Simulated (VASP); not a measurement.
# NaLa (P-6m2) in VASP: notebook, part 2 of 2

VASP 6.6.1.

## Step 5: Single point, PBE

This run uses another cell than the first one, of 35.07 Å³/atom.

The input, INCAR:

```
PREC     = Accurate       # precision mode
ENCUT    = 970            # plane-wave cutoff, eV
EDIFF    = 1E-6           # SCF threshold, eV
ISMEAR   = -1             # smearing method
SIGMA    = 0.05           # smearing width, eV
LREAL    = False          # projectors in reciprocal space
LASPH    = True           # aspherical terms in the spheres
NELM     = 200            # most SCF steps
ALGO     = Normal         # electronic algorithm
ISIF     = 2              # what is computed and relaxed
LWAVE    = False          # write WAVECAR
LCHARG   = True           # write CHGCAR
GGA      = PE             # functional
LELF     = True           # ELF
LVHAR    = True         
NBANDS   = 17             # bands
GGA_COMPAT= False        
LMAXMIX  = 6              # l up to which the mixer works
```

The input, KPOINTS:

```
regular mesh
0
Gamma
  7 7 4
```

The input, POSCAR:

```
NaLa
1.0
    3.5341257533      0.0000000000      0.0000000000
   -1.7670628766      3.0606426825      0.0000000000
    0.0000000000      0.0000000000      6.4837820000
La Na
1 1
Direct
    0.3333333333      0.6666666667      0.5000000000
    0.0000000000      0.0000000000      0.0000000000
```

Potentials or basis: VASP PAW PBE potentials, release 64 (La, Na_sv).

Run with:

```console
> cat potpaw_PBE.64/La/POTCAR potpaw_PBE.64/Na_sv/POTCAR > POTCAR
> mpirun -np 1 vasp_std > vasp.out
```

OUTCAR:

```text
PREC = Accurate
   ENCUT = 970
   EDIFF = 1E-6
   ISMEAR = -1
   LREAL = False
   LASPH = True
   NELM = 200
   ISIF = 2
   GGA = PE

 ion  position               nearest neighbor table
   1  0.333  0.667  0.500-
   2  0.000  0.000  0.000-

  LATTYP: Found a hexagonal cell.
 ALAT       =     3.5341257533
 C/A-ratio  =     1.8346211914

  Lattice vectors:

 A1 = (   3.5341257533,   0.0000000000,   0.0000000000)
 A2 = (  -1.7670628766,   3.0606426825,   0.0000000000)
 A3 = (   0.0000000000,   0.0000000000,   6.4837820000)

Analysis of symmetry for initial positions (statically):
=====================================================================
 Subroutine PRICEL returns:
 Original cell was already a primitive cell.

 Routine SETGRP: Setting up the symmetry group for a
 hexagonal supercell.

 Subroutine GETGRP returns: Found 12 space group operations
 (whereof 12 operations were pure point group operations)
 out of a pool of 24 trial point group operations.

The static configuration has the point symmetry D_3h.

Analysis of symmetry for dynamics (positions and initial velocities):
=====================================================================
 Subroutine PRICEL returns:
 Original cell was already a primitive cell.

 Routine SETGRP: Setting up the symmetry group for a
 hexagonal supercell.

 Subroutine GETGRP returns: Found 12 space group operations
 (whereof 12 operations were pure point group operations)
 out of a pool of 24 trial point group operations.

The dynamic configuration has the point symmetry D_3h.

 Subroutine INISYM returns: Found 12 space group operations
 (whereof 12 operations are pure point group operations),
 and found     1 'primitive' translations

[... 108 lines left out ...]
   ISMEAR =    -1;   SIGMA  =   0.05  broadening in eV -4-tet -1-fermi 0-gaus
   EFERMI_NEDOS =   21; number of points for ismear=-14 and -15
   IALGO  =     38    algorithm
   IMIX   =      4    mixing-type and parameters
     AMIX     =   0.40;   BMIX     =  1.00
     AMIX_MAG =   1.60;   BMIX_MAG =  1.00
  volume/ion in A,a.u.               =      35.07       236.64
  Fermi-wavevector in a.u.,A,eV,Ry     =   1.077566  2.036304 15.798380  1.161148
  Thomas-Fermi vector in A             =   2.213481
   LORBIT       =      0    0 simple, 1 ext, 2 COOP (PROOUT), +10 PAW based schemes
   GGA     = PE    functional components
   LHFCALC =     F    Hartree Fock is set to
   AEXX    =    0.0000 exact exchange contribution
   IVDW    =     0    specifies the selected vdW correction
   LEPSILON=     F    determine dielectric tensor
   LRPA    =     F    only Hartree local field effects (RPA)
 non-spin polarized calculation
  energy-cutoff  :      970.00
  volume of cell :       70.13
 maximum number of plane-waves:      4839
 NGX is ok and might be reduce to    36
   NGX = 17   NGY = 17   NGZ = 33

 number of electron      19.9999996 magnetization

 Free energy of the ion-electron system (eV)
  ---------------------------------------------------
  ext. energy  EPLUGINS =         0.00000000
  ---------------------------------------------------
  free energy    TOTEN  =        -5.89258436 eV

  energy without entropy =       -5.87977317  energy(sigma->0) =       -5.88617876

 E-fermi :   4.5644     XC(G=0):  -8.2529

 val. band max:        4.4956881186   @ k =   0.4286   0.0000   0.0000
 cond. band min:       4.6049041318   @ k =   0.2857   0.0000   0.2500
 fundamental gap:      0.1092160132
 Fermi energy:         4.5644209831

 k-point     1 :       0.0000    0.0000    0.0000
  band No.  band energies     occupation
      1     -47.9464      2.00000
      2     -28.4806      2.00000
      3     -19.8597      2.00000
      4     -19.8555      2.00000
      5     -19.8555      2.00000
      6     -12.2687      2.00000
[... 457 lines left out ...]
      4     -19.8824      2.00000
      5     -19.8510      2.00000
      6     -12.6246      2.00000
[... 9 lines left out ...]
     16       6.3973      0.00000
     17       6.6762      0.00000

------------------------ aborting loop because EDIFF is reached ----------------------------------------

  FORCE on cell =-STRESS in cart. coord.  units (eV):
  Direction    XX          YY          ZZ          XY          YZ          ZX
  --------------------------------------------------------------------------------------
  -------------------------------------------------------------------------------------
  Total        0.1627876      0.1627876      0.0846344      0.0000000     -0.0000000      0.0000000
  in kB        3.7188519      3.7188519      1.9334570      0.0000000     -0.0000000      0.0000000
  external PRESSURE =       3.1237203 kB  Pullay stress =       0.0000000 kB

 VOLUME and BASIS-vectors are now :
 -----------------------------------------------------------------------------
  energy-cutoff  :      970.00
  volume of cell :       70.13
      direct lattice vectors                 reciprocal lattice vectors
     3.534125753  0.000000000  0.000000000     0.282955410  0.163364382  0.000000000
    -1.767062877  3.060642683  0.000000000     0.000000000  0.326728764  0.000000000
     0.000000000  0.000000000  6.483782000     0.000000000  0.000000000  0.154230972

 POSITION                                       TOTAL-FORCE (eV/Angst)
 -----------------------------------------------------------------------------------
     -0.00000      2.04043      3.24189         0.000000      0.000000      0.000000
      0.00000      0.00000      0.00000        -0.000000     -0.000000      0.000000
 -----------------------------------------------------------------------------------
    total drift:                                0.000000     -0.000000     -0.000000

  FREE ENERGIE OF THE ION-ELECTRON SYSTEM (eV)
  ---------------------------------------------------
  free  energy   TOTEN  =        -5.8925843560 eV

  energy  without entropy=       -5.8797731660  energy(sigma->0) =       -5.88617876
```

Run time: 68 s. Hardware: 1 thread of Intel Xeon Platinum 8259CL at 2.50GHz (Skylake/Cascade Lake), shared host; peak memory 0.35 GiB.

What came out:

- Free energy: -5.8926 eV
- Pressure: 0.3 GPa
- Band gap on the k mesh: zero (bands 10 and 11 overlap by 0.75 eV)

Levels at points of the mesh, in eV from the Fermi level:
```
           k point  band 8  band 9  band 10  band 11  band 12  band 13
(0.00, 0.00, 0.00)  -15.84   -3.30    -1.23     0.79     1.16     1.72
(0.00, 0.00, 0.50)  -15.84   -2.28    -2.09    -0.08     1.16     1.46
```

Caveat: spin-orbit coupling is left out, which moves the levels of the heavy elements.

## Step 6: Single point, PBE

This run uses another cell than the first one, of 37.99 Å³/atom.

The input, INCAR:

```
ALGO = Normal
EDIFF = 1E-6
ENCUT = 970
GGA = PE
GGA_COMPAT = False
ISIF = 2
ISMEAR = -1
LASPH = True
LCHARG = True
LELF = True
LMAXMIX = 6
LREAL = False
LVHAR = True
LWAVE = False
NBANDS = 17
NELM = 200
PREC = Accurate
SIGMA = 0.05
```

The input, KPOINTS:

```
k-points
0
Gamma
  7 7 4
```

The input, POSCAR:

```
NaLa
1.0
    3.6783757841      0.0000000000      0.0000000000
   -1.8391878920      3.1855668737      0.0000000000
    0.0000000000      0.0000000000      6.4837820000
La Na
1 1
Direct
    0.3333333333      0.6666666667      0.5000000000
    0.0000000000      0.0000000000      0.0000000000
```

Potentials or basis: VASP PAW PBE potentials, release 64 (La, Na_sv).

Run with:

```console
> cat potpaw_PBE.64/La/POTCAR potpaw_PBE.64/Na_sv/POTCAR > POTCAR
> mpirun -np 1 vasp_std > vasp.out
```

It took 91 s on 1 thread of Intel Xeon Platinum 8259CL at 2.50GHz (Skylake/Cascade Lake), shared host; peak memory 0.39 GiB.

The run converged. Its results:

* Free energy: -5.8786 eV
* Pressure: -1.1 GPa
* Band gap on the k mesh: zero (bands 10 and 11 overlap by 0.64 eV)

Stress tensor (GPa, compression positive):
```
-1.56  0.00  0.00
 0.00 -1.56  0.00
 0.00  0.00 -0.29
```

Levels at points of the mesh, in eV from the Fermi level:
```tsv
k point	band 8	band 9	band 10	band 11	band 12	band 13
(0.00, 0.00, 0.00)	-16.24	-3.26	-1.19	0.73	1.04	1.53
(0.00, 0.00, 0.50)	-16.24	-2.38	-1.99	0.10	1.05	1.27
```

Caveat: spin-orbit coupling is left out, which moves the levels of the heavy elements.

## Step 7: Overview

```tsv
level	potentials or basis	cell	k mesh	cutoff (eV)	smearing	mended	gap on the mesh (eV)	pressure (GPa)
RPBE	VASP PAW PBE potentials, release 64 (La, Na_pv)	a = 3.606, b = 3.606, c = 6.484 Å, angles 90.0, 90.0, 120.0°, 2 atoms	9 × 9 × 4	520	gaussian 0.05 eV	-	none	0.9
PBE	VASP PAW PBE potentials, release 64 (La, Na_sv)	a = 3.462, b = 3.462, c = 6.484 Å, angles 90.0, 90.0, 120.0°, 2 atoms	7 × 7 × 4	970	fermi-dirac 0.05 eV	yes	none	1.3
PBE	VASP PAW PBE potentials, release 64 (La, Na_sv)	a = 3.751, b = 3.751, c = 6.484 Å, angles 90.0, 90.0, 120.0°, 2 atoms	7 × 7 × 4	970	fermi-dirac 0.05 eV	yes	none	-1.7
PBE	VASP PAW PBE potentials, release 64 (La, Na_sv)	a = 3.534, b = 3.534, c = 6.484 Å, angles 90.0, 90.0, 120.0°, 2 atoms	7 × 7 × 4	970	fermi-dirac 0.05 eV	yes	none	0.3
PBE	VASP PAW PBE potentials, release 64 (La, Na_sv)	a = 3.678, b = 3.678, c = 6.484 Å, angles 90.0, 90.0, 120.0°, 2 atoms	7 × 7 × 4	970	fermi-dirac 0.05 eV	yes	none	-1.1
```

Alike in all rows: task single point; no spin polarisation.

Caveats: spin-orbit coupling is left out, which moves the levels of the heavy elements; the PAW data sets were made with another functional, which shifts forces and pressure a little (at least some runs).

Absolute energies hang on the potentials; compare differences alone.
